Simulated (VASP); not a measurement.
# N2 in VASP: further runs

The runs below take N2 through single point, relaxation of the atoms, with PBE.

Program: VASP 6.6.1. These are calculated values, not measurements. Logs are shortened: lines on timing, memory, paths and dates and some standing lists are left out, and cuts for length are marked.

## 1. The cell of the first run

The cell holds a molecule in a box, 2 atoms: a = 9.000 Å, b = 9.500 Å, c = 10.000 Å, α = 90.00°, β = 90.00°, γ = 90.00°.

## 2. Single point, PBE

Contents of INCAR:

```
PREC     = Accurate       # precision mode
ENCUT    = 520            # plane-wave cutoff, eV
EDIFF    = 1E-7           # SCF threshold, eV
ISMEAR   = -1             # smearing method
SIGMA    = 0.02           # smearing width, eV
LREAL    = F              # projectors in reciprocal space
LASPH    = T              # aspherical terms in the spheres
NELM     = 100            # most SCF steps
ALGO     = Normal         # electronic algorithm
ISIF     = 2              # what is computed and relaxed
LWAVE    = F              # write WAVECAR
LCHARG   = T              # write CHGCAR
GGA      = PE             # functional
LELF     = T              # ELF
LVHAR    = T            
NBANDS   = 12             # bands
```

Contents of KPOINTS:

```
regular mesh
0
Gamma
  1 1 1
```

Contents of POSCAR:

```
N
1.0
    9.0000000000      0.0000000000      0.0000000000
    0.0000000000      9.5000000000      0.0000000000
    0.0000000000      0.0000000000     10.0000000000
N
2
Direct
    0.5000000000      0.5000000000      0.4448954622
    0.5000000000      0.5000000000      0.5551045378
```

Potentials or basis: VASP PAW PBE potentials, release 64 (N).

Started as:

```console
$ cat potpaw_PBE.64/N/POTCAR > POTCAR
$ mpirun -np 1 vasp_gam > vasp.out
```

OUTCAR:

```text
PREC = Accurate
   ENCUT = 520
   EDIFF = 1E-7
   ISMEAR = -1
   LREAL = F
   LASPH = T
   NELM = 100
   ISIF = 2
   GGA = PE

 ion  position               nearest neighbor table
   1  0.500  0.500  0.445-   2 1.10
   2  0.500  0.500  0.555-   1 1.10

  LATTYP: Found a simple orthorhombic cell.
 ALAT       =     9.0000000000
 B/A-ratio  =     1.0555555556
 C/A-ratio  =     1.1111111111

  Lattice vectors:

 A1 = (   9.0000000000,   0.0000000000,   0.0000000000)
 A2 = (   0.0000000000,   9.5000000000,   0.0000000000)
 A3 = (   0.0000000000,   0.0000000000,  10.0000000000)

Analysis of symmetry for initial positions (statically):
=====================================================================
 Subroutine PRICEL returns:
 Original cell was already a primitive cell.

 Routine SETGRP: Setting up the symmetry group for a
 simple orthorhombic supercell.

 Subroutine GETGRP returns: Found  8 space group operations
 (whereof  8 operations were pure point group operations)
 out of a pool of  8 trial point group operations.

The static configuration has the point symmetry D_2h.

Analysis of symmetry for dynamics (positions and initial velocities):
=====================================================================
 Subroutine PRICEL returns:
 Original cell was already a primitive cell.

 Routine SETGRP: Setting up the symmetry group for a
 simple orthorhombic supercell.

 Subroutine GETGRP returns: Found  8 space group operations
 (whereof  8 operations were pure point group operations)
 out of a pool of  8 trial point group operations.

The dynamic configuration has the point symmetry D_2h.

 Subroutine INISYM returns: Found  8 space group operations
 (whereof  8 operations are pure point group operations),
 and found     1 'primitive' translations

----------------------------------------------------------------------------------------

                                     Primitive cell

  volume of cell :     855.0000

  direct lattice vectors                    reciprocal lattice vectors
     9.000000000  0.000000000  0.000000000     0.111111111  0.000000000  0.000000000
     0.000000000  9.500000000  0.000000000     0.000000000  0.105263158  0.000000000
     0.000000000  0.000000000 10.000000000     0.000000000  0.000000000  0.100000000

[... 54 lines left out ...]
   LNONCOLLINEAR =      F non collinear calculations
   LSORBIT =      F    spin-orbit coupling
   LASPH  =      T    aspherical Exc in radial PAW
   ENCUT  =  520.0 eV  38.22 Ry    6.18 a.u.  16.73 17.66 18.59*2*pi/ulx,y,z
   NELM   =    100;   NELMIN=  2; NELMDL= -5     # of ELM steps
   EDIFF  = 0.1E-06   stopping-criterion for ELM
   LREAL  =      F    real-space projection
   EDIFFG = 0.1E-05   stopping-criterion for IOM
   NSW    =      0    number of steps for IOM
   IBRION =     -1    ionic relax: 0-MD 1-quasi-New 2-CG
   NFREE  =      0    steps in history (QN), initial steepest desc. (CG)
   ISIF   =      2    stress and relaxation
   ISYM   =      2    0-nonsym 1-usesym 2-fastsym
   POTIM  = 0.5000    time-step for ionic-motion
   TEBEG  =    0.0;   TEEND  =   0.0 temperature during run
   PSTRESS=    0.0 pullay stress
   NELECT =      10.0000    total number of electrons
   NUPDOWN=      -1.0000    fix difference up-down
   EMIN   =  10.00;   EMAX   =-10.00  energy-range for DOS
   EFERMI =   0.00;   METHOD = LEGACY
   ISMEAR =    -1;   SIGMA  =   0.02  broadening in eV -4-tet -1-fermi 0-gaus
   EFERMI_NEDOS =   21; number of points for ismear=-14 and -15
   IALGO  =     38    algorithm
   IMIX   =      4    mixing-type and parameters
     AMIX     =   0.40;   BMIX     =  1.00
     AMIX_MAG =   1.60;   BMIX_MAG =  1.00
  volume/ion in A,a.u.               =     427.50      2884.91
  Fermi-wavevector in a.u.,A,eV,Ry     =   0.371609  0.702239  1.878872  0.138093
  Thomas-Fermi vector in A             =   1.299861
   LORBIT       =      0    0 simple, 1 ext, 2 COOP (PROOUT), +10 PAW based schemes
   GGA     = PE    functional components
   LHFCALC =     F    Hartree Fock is set to
   AEXX    =    0.0000 exact exchange contribution
   IVDW    =     0    specifies the selected vdW correction
   LEPSILON=     F    determine dielectric tensor
   LRPA    =     F    only Hartree local field effects (RPA)
 non-spin polarized calculation
  energy-cutoff  :      520.00
  volume of cell :      855.00
 maximum number of plane-waves:     11510
 NGX is ok and might be reduce to    70
   NGX = 33   NGY = 35   NGZ = 37

 number of electron      10.0000000 magnetization

 Free energy of the ion-electron system (eV)
  ---------------------------------------------------
  ext. energy  EPLUGINS =         0.00000000
  ---------------------------------------------------
  free energy    TOTEN  =       -16.64225051 eV

  energy without entropy =      -16.64225051  energy(sigma->0) =      -16.64225051

 E-fermi :  -9.4769     XC(G=0):  -0.6994

 val. band max:      -10.0416784447   @ k =   0.0000   0.0000   0.0000
 cond. band min:      -1.8412962347   @ k =   0.0000   0.0000   0.0000
 fundamental gap:      8.2003822100
 Fermi energy:        -9.4769346192

 k-point     1 :       0.0000    0.0000    0.0000
  band No.  band energies     occupation
      1     -28.1973      2.00000
      2     -13.3077      2.00000
      3     -11.4644      2.00000
      4     -11.4644      2.00000
      5     -10.0417      2.00000
      6      -1.8413      0.00000
      7      -1.8409      0.00000
      8      -0.2033      0.00000
      9       1.1806      0.00000
     10       1.2584      0.00000
     11       1.2795      0.00000
     12       1.4209      0.00000

------------------------ aborting loop because EDIFF is reached ----------------------------------------

  FORCE on cell =-STRESS in cart. coord.  units (eV):
  Direction    XX          YY          ZZ          XY          YZ          ZX
  --------------------------------------------------------------------------------------
  -------------------------------------------------------------------------------------
  Total       -0.0571511     -0.0554428      1.8409806      0.0000000      0.0000000      0.0000000
  in kB       -0.1070950     -0.1038938      3.4497982      0.0000000      0.0000000      0.0000000
  external PRESSURE =       1.0796031 kB  Pullay stress =       0.0000000 kB

 VOLUME and BASIS-vectors are now :
 -----------------------------------------------------------------------------
  energy-cutoff  :      520.00
  volume of cell :      855.00
      direct lattice vectors                 reciprocal lattice vectors
     9.000000000  0.000000000  0.000000000     0.111111111  0.000000000  0.000000000
     0.000000000  9.500000000  0.000000000     0.000000000  0.105263158  0.000000000
     0.000000000  0.000000000 10.000000000     0.000000000  0.000000000  0.100000000

 POSITION                                       TOTAL-FORCE (eV/Angst)
 -----------------------------------------------------------------------------------
      4.50000      4.75000      4.44895         0.000000      0.000000     -1.750393
      4.50000      4.75000      5.55105         0.000000      0.000000      1.750393
 -----------------------------------------------------------------------------------
    total drift:                                0.000000      0.000000      0.000000

  FREE ENERGIE OF THE ION-ELECTRON SYSTEM (eV)
  ---------------------------------------------------
  free  energy   TOTEN  =       -16.6422505132 eV

  energy  without entropy=      -16.6422505132  energy(sigma->0) =      -16.64225051
```

OSZICAR:

```text
N       E                     dE             d eps       ncg     rms          rms(c)
DAV:   1     0.116169332105E+03    0.11617E+03   -0.21662E+03    24   0.440E+02
DAV:   2     0.271590093164E+02   -0.89010E+02   -0.88217E+02    44   0.676E+01
DAV:   3    -0.139838688655E+02   -0.41143E+02   -0.41000E+02    32   0.802E+01
[... 14 lines left out ...]
DAV:  18    -0.166422497935E+02   -0.21114E-06   -0.46710E-08    28   0.899E-04    0.235E-04
DAV:  19    -0.166422501853E+02   -0.39179E-06   -0.37616E-08    24   0.783E-04    0.189E-04
DAV:  20    -0.166422503330E+02   -0.14776E-06   -0.19694E-09    32   0.226E-04    0.136E-04
DAV:  21    -0.166422504819E+02   -0.14888E-06   -0.60987E-09    24   0.336E-04    0.732E-05
DAV:  22    -0.166422505132E+02   -0.31300E-07    0.32550E-10    28   0.102E-04
   1 F= -.16642251E+02 E0= -.16642251E+02  d E =-.637774E-12
```

stdout:

```text
POSCAR found type information on POSCAR N
 POSCAR found :  1 types and       2 ions
 scaLAPACK will be used
 LDA part: xc-table for (Slater+PW92), standard interpolation
 POSCAR, INCAR and KPOINTS ok, starting setup
 FFT: planning ... GRIDC
 FFT: planning ... GRID_SOFT
 FFT: planning ... GRID
 WAVECAR not read
 entering main loop
```

Wall time 67 s (1 thread of AMD EPYC 7R43 (Zen 3), shared host); peak memory 0.7 GiB.

Results:

```
Free energy                     : -16.6423 eV
Largest force                   : 1.750 eV/Å
Gap between the frontier levels : 8.20 eV
```

Forces in eV/Å, atoms in the order of the input:
```
N    0.000  0.000 -1.750
N    0.000  0.000  1.750
```

Caveat: the standard files for N, O and F lose accuracy on very short bonds.

## 3. Relaxation of the atoms, PBE

Contents of INCAR:

```
PREC = Accurate
ENCUT = 520
EDIFF = 1E-6
ISMEAR = -1
SIGMA = 0.02
LREAL = F
LASPH = T
NELM = 100
ALGO = Normal
ISIF = 2
LWAVE = F
LCHARG = F
GGA = PE
IBRION = 2
NSW = 80
EDIFFG = -0.03
```

KPOINTS is that of step 2.

Contents of POSCAR:

```
N
1.0
    9.0000000000      0.0000000000      0.0000000000
    0.0000000000      9.5000000000      0.0000000000
    0.0000000000      0.0000000000     10.0000000000
N
2
Direct
    0.5000000000      0.5000000000      0.4445000000
    0.5000000000      0.5000000000      0.5555000000
```

Potentials or basis: VASP PAW PBE potentials, release 64 (N).

Started as:

```console
$ cat potpaw_PBE.64/N/POTCAR > POTCAR
$ mpirun -np 1 vasp_gam > vasp.out
```

It took 2.1 min on 1 thread of AMD EPYC 7R43 (Zen 3), shared host; peak memory 0.74 GiB.

It converged, with:

| Property | Result |
| --- | --- |
| Free energy | -16.6518 eV |
| Energy gained by relaxing | 0.4 meV/atom |
| Ionic steps | 3 |
| Gap between the frontier levels | 8.07 eV |

Forces on the atoms (eV/Å):
```
N    0.000  0.000  0.003
N    0.000  0.000 -0.003
```

Step by step:
| step | energy change (eV) | largest force (eV/Å) | pressure (GPa) |
| --- | --- | --- | --- |
| 1 | 0.0000 | 0.4880 | 0.02 |
| 2 | 0.1293 | 5.5972 | -0.41 |
| 3 | -0.0008 | 0.0030 | -0.01 |

Final structure:
```yaml
crystal:
  lattice:
    - [9.00000, 0.00000, 0.00000]
    - [0.00000, 9.50000, 0.00000]
    - [0.00000, 0.00000, 10.00000]
  atoms:
    - { symbol: N, position: [0.50000, 0.50000, 0.44434] }
    - { symbol: N, position: [0.50000, 0.50000, 0.55566] }
```

Levels at points of the mesh, in eV from the valence-band top:
```
           k point  band 3  band 4  band 5  band 6  band 7  band 8
(0.00, 0.00, 0.00)   -1.34   -1.34    0.00    8.07    8.07    9.83
```

Caveat: the standard files for N, O and F lose accuracy on very short bonds.
